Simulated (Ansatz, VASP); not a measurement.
**Al2Cu: VASP beside Ansatz**

Contents of INCAR:

```
SYSTEM = Al2Cu
ALGO     = Fast           ! electronic algorithm
EDIFF    = 1E-6           ! SCF threshold, eV
ENCUT    = 520            ! plane-wave cutoff, eV
GGA      = PE             ! functional
ISIF     = 2              ! what is computed and relaxed
ISMEAR   = 0              ! smearing method
LASPH    = .TRUE.         ! aspherical terms in the spheres
LCHARG   = .FALSE.        ! write CHGCAR
LREAL    = .FALSE.        ! projectors in reciprocal space
LWAVE    = .FALSE.        ! write WAVECAR
NBANDS   = 16             ! bands
NELM     = 100            ! most SCF steps
PREC     = Accurate       ! precision mode
SIGMA    = 0.15           ! smearing width, eV
```

The input KPOINTS:

```
k-points
0
G
  10 10 14
  0 0 0
```

File POSCAR:

```
Al2Cu
1.0
    4.1759740897      0.0000000000      0.0000000000
    0.0000000000      4.1759740897      0.0000000000
    0.0000000000      0.0000000000      2.8847334069
Al Cu
2 1
Direct
    0.5000000000      0.0078152784      0.5000000000
    0.0000000000      0.4655437038      0.5000000000
    0.0000000000      0.0113117371      0.0000000000
```

Input for Ansatz:

```yaml
crystal:
  lattice:
    - [4.1759740897, 0.0, 0.0]
    - [0.0, 4.1759740897, 0.0]
    - [0.0, 0.0, 2.8847334069]
  atoms:
    - { symbol: Al, position: [0.5, 0.0078152784, 0.5] }
    - { symbol: Al, position: [0.0, 0.4655437038, 0.5] }
    - { symbol: Cu, position: [0.0, 0.0113117371, 0.0] }
basis:
  ecutwfc: 520.0
kpoints:
  mp_grid: { grid: [10, 10, 14] }
hamiltonian:
  xc: pbe
  pseudopotentials: { kind: paw, azcp: { folder: soft_1 } }
scf:
  occupations: { method: gaussian, width: 0.15 }
output:
  forces: true
  stress: true
  eigenvalues: true
```

Change from the starting cell: mode 9 frozen in at -0.142 Å, equal normal strain along x and y +0.0133.

Alike in both runs: task single point; functional PBE; k mesh 10 × 10 × 14; occupations gaussian, width 0.15 eV; no spin polarisation.

|  | VASP | Ansatz |
| --- | --- | --- |
| version | VASP 6.6.1 | Ansatz 0.2.0 |
| potentials or method | VASP PAW PBE potentials, release 64 (Al, Cu), cutoff 520 eV | scalar-relativistic, plane waves, PAW |
| valence electrons in the cell | 17 | 25 |

VASP gave:

* gap on the k mesh at the Fermi level (eV): none
* pressure (GPa): -0.1
* traceless stress, the component that is largest in VASP (GPa): -1.18
* rms of the force components (eV/Å): 0.661

**Question.** What did Ansatz give for the same quantities?

**Answer.** gap on the k mesh at the Fermi level (eV): none; pressure (GPa): -0.6; traceless stress, the component that is largest in VASP (GPa): -1.19; rms of the force components (eV/Å): 0.659.

Atom by atom the forces differ by 0.002 eV/Å (rms over components). A gap of «none» marks a metal or a gap that the smearing closes. VASP's potentials hold 17 valence electrons a cell and Ansatz's 25, so a difference there can come from the potentials and not from the codes.
